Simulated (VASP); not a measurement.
# HgTe (I-4m2) in VASP: notebook

Runs on HgTe. Level: r2SCAN. Tasks: single point.

All numbers are computed with VASP 6.6.1; they aren't measurements. Logs are shortened: lines on timing, memory, paths and dates and some standing lists are left out, and cuts for length are marked.

**1. The cell of the first run**

Symmetry: I-4m2, No. 119, tetragonal system. Conventional cell: a = 4.647 Å, b = 4.647 Å, c = 6.637 Å, α = 90.00°, β = 90.00°, γ = 90.00°. Within 3.8 Å of Hg (site symmetry -4m2) lie 4 Te at 2.86 Å. Te (site symmetry -4m2) has 4 Hg at 2.86 Å within 3.8 Å.

**2. Single point, r2SCAN (strain +0.0100 x Voigt [0, 1, 0, 0, 0, 0])**

The input, POSCAR:

```
HgTe
1.0
    0.0000000000      3.3186207842      3.2857631527
    3.2857631527      0.0000000000      3.2857631527
    3.2857631527      3.3186207842      0.0000000000
Hg Te
1 1
Direct
    0.0000000000      0.0000000000      0.0000000000
    0.7500000000      0.7500000000      0.7500000000
```

The input, INCAR.step1:

```
PREC = Accurate
ENCUT = 520
ISMEAR = 0
SIGMA = 0.15
LREAL = F
LASPH = T
NELM = 100
NBANDS = 16
GGA = PE
ALGO = Normal
EDIFF = 1E-4
LWAVE = T
LCHARG = F
```

The input, INCAR.step2:

```
PREC = Accurate
ENCUT = 520
EDIFF = 1E-7
ISMEAR = 0
SIGMA = 0.15
LREAL = F
LASPH = T
NELM = 100
ALGO = Normal
ISIF = 2
LWAVE = F
LCHARG = F
METAGGA = R2SCAN
LMIXTAU = T
NBANDS = 16
ISTART = 1
```

The input, KPOINTS:

```
Automatic mesh
0
Gamma
  16 16 16
```

Potentials or basis: VASP PAW PBE potentials, release 64 (Hg, Te).

Run with:

```console
> cat potpaw_PBE.64/Hg/POTCAR potpaw_PBE.64/Te/POTCAR > POTCAR
> cp INCAR.step1 INCAR
> mpirun -np 1 vasp_std > vasp.out
> cp INCAR.step2 INCAR
> mpirun -np 1 vasp_std > vasp.out
```

OUTCAR:

```text
PREC = Accurate
   ENCUT = 520
   EDIFF = 1E-7
   ISMEAR = 0
   LREAL = F
   LASPH = T
   NELM = 100
   ISIF = 2
   METAGGA = R2SCAN
   ISTART = 1

 ion  position               nearest neighbor table
   1  0.000  0.000  0.000-   2 2.86   2 2.86   2 2.86   2 2.86
   2  0.750  0.750  0.750-   1 2.86   1 2.86   1 2.86   1 2.86

  LATTYP: Found a body centered tetragonal cell.
 ALAT       =     4.6467708133
 C/A-ratio  =     1.4283556980

  Lattice vectors:

 A1 = (   0.0000000000,  -3.3186207842,   3.2857631527)
 A2 = (   0.0000000000,  -3.3186207842,  -3.2857631527)
 A3 = (   3.2857631527,   3.3186207842,   0.0000000000)

Analysis of symmetry for initial positions (statically):
=====================================================================
 Subroutine PRICEL returns:
 Original cell was already a primitive cell.

 Routine SETGRP: Setting up the symmetry group for a
 body centered tetragonal supercell.

 Subroutine GETGRP returns: Found  8 space group operations
 (whereof  8 operations were pure point group operations)
 out of a pool of 16 trial point group operations.

The static configuration has the point symmetry D_2d.

Analysis of symmetry for dynamics (positions and initial velocities):
=====================================================================
 Subroutine PRICEL returns:
 Original cell was already a primitive cell.

 Routine SETGRP: Setting up the symmetry group for a
 body centered tetragonal supercell.

 Subroutine GETGRP returns: Found  8 space group operations
 (whereof  8 operations were pure point group operations)
 out of a pool of 16 trial point group operations.

The dynamic configuration has the point symmetry D_2d.

 Subroutine INISYM returns: Found  8 space group operations
 (whereof  8 operations are pure point group operations),
 and found     1 'primitive' translations

----------------------------------------------------------------------------------------

                                     Primitive cell

  volume of cell :      71.6572

  direct lattice vectors                    reciprocal lattice vectors
     0.000000000  3.318620784  3.285763153    -0.152171650  0.150665000  0.152171650
     3.285763153  0.000000000  3.285763153     0.152171650 -0.150665000  0.152171650
     3.285763153  3.318620784  0.000000000     0.152171650  0.150665000 -0.152171650

  length of vectors
     4.670062463  4.646770813  4.670062463     0.262702045  0.262702045  0.262702045

  position of ions in fractional coordinates (direct lattice)
[... 79 lines left out ...]
   EDIFF  = 0.1E-06   stopping-criterion for ELM
   LREAL  =      F    real-space projection
   EDIFFG = 0.1E-05   stopping-criterion for IOM
   NSW    =      0    number of steps for IOM
   IBRION =     -1    ionic relax: 0-MD 1-quasi-New 2-CG
   NFREE  =      0    steps in history (QN), initial steepest desc. (CG)
   ISIF   =      2    stress and relaxation
   ISYM   =      2    0-nonsym 1-usesym 2-fastsym
   POTIM  = 0.5000    time-step for ionic-motion
   TEBEG  =    0.0;   TEEND  =   0.0 temperature during run
   PSTRESS=    0.0 pullay stress
   NELECT =      18.0000    total number of electrons
   NUPDOWN=      -1.0000    fix difference up-down
   EMIN   =  10.00;   EMAX   =-10.00  energy-range for DOS
   EFERMI =   0.00;   METHOD = LEGACY
   ISMEAR =     0;   SIGMA  =   0.15  broadening in eV -4-tet -1-fermi 0-gaus
   EFERMI_NEDOS =   21; number of points for ismear=-14 and -15
   IALGO  =     38    algorithm
   IMIX   =      4    mixing-type and parameters
     AMIX     =   0.40;   BMIX     =  1.00
     AMIX_MAG =   1.60;   BMIX_MAG =  1.00
  volume/ion in A,a.u.               =      35.83       241.78
  Fermi-wavevector in a.u.,A,eV,Ry     =   1.032949  1.951991 14.517199  1.066984
  Thomas-Fermi vector in A             =   2.167172
   LORBIT       =      0    0 simple, 1 ext, 2 COOP (PROOUT), +10 PAW based schemes
   METAGGA = R2SCAN    functional components
   LHFCALC =     F    Hartree Fock is set to
   AEXX    =    0.0000 exact exchange contribution
   IVDW    =     0    specifies the selected vdW correction
   LEPSILON=     F    determine dielectric tensor
   LRPA    =     F    only Hartree local field effects (RPA)
 non-spin polarized calculation
 Gauss-broadening in eV      SIGMA  =   0.15
  energy-cutoff  :      520.00
  volume of cell :       71.66
 maximum number of plane-waves:      1952
   NGX = 17   NGY = 17   NGZ = 17

 number of electron      18.0000000 magnetization

 Free energy of the ion-electron system (eV)
  ---------------------------------------------------
  ext. energy  EPLUGINS =         0.00000000
  ---------------------------------------------------
  free energy    TOTEN  =       -75.16413665 eV

  energy without entropy =      -75.16397379  energy(sigma->0) =      -75.16405522

 E-fermi :   2.4057     XC(G=0):  -9.0331

 val. band max:        2.2610548230   @ k =   0.0000   0.0000   0.0000
 cond. band min:       2.6191620611   @ k =   0.0625   0.0000   0.0000
 fundamental gap:      0.3581072381
 Fermi energy:         2.4056833318

 k-point     1 :       0.0000    0.0000    0.0000
  band No.  band energies     occupation
      1      -9.7305      2.00000
      2      -5.0537      2.00000
      3      -5.0514      2.00000
      4      -5.0514      2.00000
      5      -4.5554      2.00000
      6      -4.5502      2.00000
[... 433 lines left out ...]
      3      -5.0342      2.00000
      4      -5.0318      2.00000
      5      -4.5586      2.00000
      6      -4.5495      2.00000
[... 8 lines left out ...]
     15      11.3197      0.00000
     16      11.6348      0.00000

 [... further k-points ...]

------------------------ aborting loop because EDIFF is reached ----------------------------------------

  FORCE on cell =-STRESS in cart. coord.  units (eV):
  Direction    XX          YY          ZZ          XY          YZ          ZX
  --------------------------------------------------------------------------------------
  -------------------------------------------------------------------------------------
  Total       -0.1172041     -0.1887297     -0.1172041      0.0000000      0.0000000      0.0000000
  in kB       -2.6205545     -4.2197893     -2.6205545      0.0000000      0.0000000      0.0000000
  external PRESSURE =      -3.1536327 kB  Pullay stress =       0.0000000 kB

 VOLUME and BASIS-vectors are now :
 -----------------------------------------------------------------------------
  energy-cutoff  :      520.00
  volume of cell :       71.66
      direct lattice vectors                 reciprocal lattice vectors
     0.000000000  3.318620784  3.285763153    -0.152171650  0.150665000  0.152171650
     3.285763153  0.000000000  3.285763153     0.152171650 -0.150665000  0.152171650
     3.285763153  3.318620784  0.000000000     0.152171650  0.150665000 -0.152171650

 POSITION                                       TOTAL-FORCE (eV/Angst)
 -----------------------------------------------------------------------------------
      0.00000      0.00000      0.00000        -0.000000      0.000000     -0.000000
      4.92864      4.97793      4.92864         0.000000     -0.000000      0.000000
 -----------------------------------------------------------------------------------
    total drift:                               -0.000000     -0.000000     -0.000000

  FREE ENERGIE OF THE ION-ELECTRON SYSTEM (eV)
  ---------------------------------------------------
  free  energy   TOTEN  =       -75.1641366538 eV

  energy  without entropy=      -75.1639737939  energy(sigma->0) =      -75.16405522
```

OUTCAR.step1:

```text
PREC = Accurate
   ENCUT = 520
   ISMEAR = 0
   LREAL = F
   LASPH = T
[... 677 lines left out ...]
 -----------------------------------------------------------------------------------
      0.00000      0.00000      0.00000         0.000000      0.000000     -0.000000
      4.92864      4.97793      4.92864        -0.000000     -0.000000      0.000000
 -----------------------------------------------------------------------------------
    total drift:                               -0.000000     -0.000000     -0.000000

  FREE ENERGIE OF THE ION-ELECTRON SYSTEM (eV)
  ---------------------------------------------------
  free  energy   TOTEN  =        -3.6454231147 eV

  energy  without entropy=       -3.6451107608  energy(sigma->0) =       -3.64526694
```

Run time: 35 min. Hardware: 1 thread of Oxide Virtual Turin-like, shared host; peak memory 0.52 GiB.

Results:

| Property | Result |
| --- | --- |
| Free energy | -75.1641 eV |
| Pressure | -0.3 GPa |
| Band gap on the k mesh | zero (filled and empty bands touch) |

Caveat: the cell differs from its parent crystal (strain +0.0100 x Voigt [0, 1, 0, 0, 0, 0]); semilocal functionals underestimate gaps, and a narrow one can read as zero; the PAW data sets were made with another functional, which shifts forces and pressure a little; spin-orbit coupling is left out, which moves the levels of the heavy elements.

**3. Single point, r2SCAN (strain +0.0300 x Voigt [0, 1, 0, 0, 0, 0])**

The input, POSCAR:

```
HgTe
1.0
    0.0000000000      3.3843360473      3.2857631527
    3.2857631527      0.0000000000      3.2857631527
    3.2857631527      3.3843360473      0.0000000000
Hg Te
1 1
Direct
    0.0000000000      0.0000000000      0.0000000000
    0.7500000000      0.7500000000      0.7500000000
```

The input, INCAR.step1:

```
SYSTEM = HgTe
PREC = Accurate ; ENCUT = 520
ISMEAR = 0 ; SIGMA = 0.15
LREAL = .FALSE. ; LASPH = .TRUE.
NELM = 100 ; NBANDS = 16
GGA = PE ; ALGO = Normal
EDIFF = 1E-4 ; LWAVE = .TRUE.
LCHARG = .FALSE.
```

The input, INCAR.step2:

```
SYSTEM = HgTe
PREC = Accurate ; ENCUT = 520
EDIFF = 1E-6 ; ISMEAR = 0
SIGMA = 0.15 ; LREAL = .FALSE.
LASPH = .TRUE. ; NELM = 100
ALGO = Normal ; ISIF = 2
LWAVE = .FALSE. ; LCHARG = .FALSE.
METAGGA = R2SCAN ; LMIXTAU = .TRUE.
NBANDS = 16 ; ISTART = 1
```

The input, KPOINTS:

```
regular mesh
0
G
  16 16 16
  0 0 0
```

Potentials or basis: VASP PAW PBE potentials, release 64 (Hg, Te).

Run with:

```console
> cat potpaw_PBE.64/Hg/POTCAR potpaw_PBE.64/Te/POTCAR > POTCAR
> cp INCAR.step1 INCAR
> mpirun -np 1 vasp_std > vasp.out
> cp INCAR.step2 INCAR
> mpirun -np 1 vasp_std > vasp.out
```

OUTCAR:

```text
SYSTEM = HgTe
   PREC = Accurate
   ENCUT = 520
   EDIFF = 1E-6
   ISMEAR = 0
   LREAL = .FALSE.
   LASPH = .TRUE.
   NELM = 100
   ISIF = 2
   METAGGA = R2SCAN
   ISTART = 1

 ion  position               nearest neighbor table
   1  0.000  0.000  0.000-   2 2.87   2 2.87   2 2.87   2 2.87
   2  0.750  0.750  0.750-   1 2.87   1 2.87   1 2.87   1 2.87

  LATTYP: Found a body centered tetragonal cell.
 ALAT       =     4.6467708133
 C/A-ratio  =     1.4566399693

  Lattice vectors:

 A1 = (   0.0000000000,  -3.3843360473,   3.2857631527)
 A2 = (   0.0000000000,  -3.3843360473,  -3.2857631527)
 A3 = (   3.2857631527,   3.3843360473,   0.0000000000)

Analysis of symmetry for initial positions (statically):
=====================================================================
 Subroutine PRICEL returns:
 Original cell was already a primitive cell.

 Routine SETGRP: Setting up the symmetry group for a
 body centered tetragonal supercell.

 Subroutine GETGRP returns: Found  8 space group operations
 (whereof  8 operations were pure point group operations)
 out of a pool of 16 trial point group operations.

The static configuration has the point symmetry D_2d.

Analysis of symmetry for dynamics (positions and initial velocities):
[... 162 lines left out ...]
 cond. band min:       2.4029500398   @ k =   0.0625   0.0000  -0.0000
 fundamental gap:      0.3153861967
 Fermi energy:         2.2168549486

 k-point     1 :       0.0000    0.0000    0.0000
  band No.  band energies     occupation
      1      -9.7915      2.00000
      2      -5.1462      2.00000
      3      -5.1393      2.00000
      4      -5.1393      2.00000
      5      -4.6736      2.00000
      6      -4.6594      2.00000
[... 433 lines left out ...]
      3      -5.1226      2.00000
      4      -5.1207      2.00000
      5      -4.6760      2.00000
      6      -4.6595      2.00000
[... 8 lines left out ...]
     15      11.0126      0.00000
     16      11.4852      0.00000

 [... further k-points ...]

------------------------ aborting loop because EDIFF is reached ----------------------------------------

  FORCE on cell =-STRESS in cart. coord.  units (eV):
  Direction    XX          YY          ZZ          XY          YZ          ZX
  --------------------------------------------------------------------------------------
  -------------------------------------------------------------------------------------
  Total       -0.3983284     -0.6280715     -0.3983284      0.0000000      0.0000000      0.0000000
  in kB       -8.7332490    -13.7703096     -8.7332490      0.0000000      0.0000000      0.0000000
  external PRESSURE =     -10.4122692 kB  Pullay stress =       0.0000000 kB

 VOLUME and BASIS-vectors are now :
 -----------------------------------------------------------------------------
  energy-cutoff  :      520.00
  volume of cell :       73.08
      direct lattice vectors                 reciprocal lattice vectors
     0.000000000  3.384336047  3.285763153    -0.152171650  0.147739466  0.152171650
     3.285763153  0.000000000  3.285763153     0.152171650 -0.147739466  0.152171650
     3.285763153  3.384336047  0.000000000     0.152171650  0.147739466 -0.152171650

 POSITION                                       TOTAL-FORCE (eV/Angst)
 -----------------------------------------------------------------------------------
      0.00000      0.00000      0.00000         0.000000      0.000000      0.000000
      4.92864      5.07650      4.92864         0.000000      0.000000      0.000000
 -----------------------------------------------------------------------------------
    total drift:                                0.000000     -0.000001      0.000000

  FREE ENERGIE OF THE ION-ELECTRON SYSTEM (eV)
  ---------------------------------------------------
  free  energy   TOTEN  =       -75.1564172892 eV

  energy  without entropy=      -75.1562287355  energy(sigma->0) =      -75.15632301
```

OUTCAR.step1:

```text
SYSTEM = HgTe
   PREC = Accurate
   ENCUT = 520
   ISMEAR = 0
   LREAL = .FALSE.
   LASPH = .TRUE.
[... 678 lines left out ...]
      0.00000      0.00000      0.00000         0.000000      0.000000      0.000000
      4.92864      5.07650      4.92864        -0.000000     -0.000000     -0.000000
 -----------------------------------------------------------------------------------
    total drift:                               -0.000000     -0.000000     -0.000000

  FREE ENERGIE OF THE ION-ELECTRON SYSTEM (eV)
  ---------------------------------------------------
  free  energy   TOTEN  =        -3.6494561821 eV

  energy  without entropy=       -3.6491010245  energy(sigma->0) =       -3.64927860
```

Run time: 30 min. Hardware: 1 thread of Oxide Virtual Turin-like, shared host; peak memory 0.52 GiB.

What came out:

```yaml
Free_energy: -75.1564 eV
Pressure: -1.0 GPa
Band_gap_on_the_k_mesh: zero (filled and empty bands touch)
```

Levels at points of the mesh, in eV from the Fermi level:
```tsv
k point	band 6	band 7	band 8	band 9	band 10	band 11	band 12	band 13
(0.00, 0.00, 0.00)	-6.88	-0.78	-0.23	-0.13	-0.13	4.55	4.55	4.56
(0.50, 0.00, 0.00)	-6.61	-5.28	-1.09	-0.96	0.77	5.23	5.37	6.96
(0.50, 0.50, 0.00)	-6.47	-5.26	-2.25	-2.18	1.86	2.73	8.29	8.85
(0.50, 0.00, 0.50)	-6.52	-5.39	-2.11	-2.11	2.07	2.86	8.11	8.95
```

Caveat: the cell differs from its parent crystal (strain +0.0300 x Voigt [0, 1, 0, 0, 0, 0]); semilocal functionals underestimate gaps, and a narrow one can read as zero; the PAW data sets were made with another functional, which shifts forces and pressure a little; spin-orbit coupling is left out, which moves the levels of the heavy elements.

The gap in the log of VASP goes by the Fermi energy; the results here count the filled bands.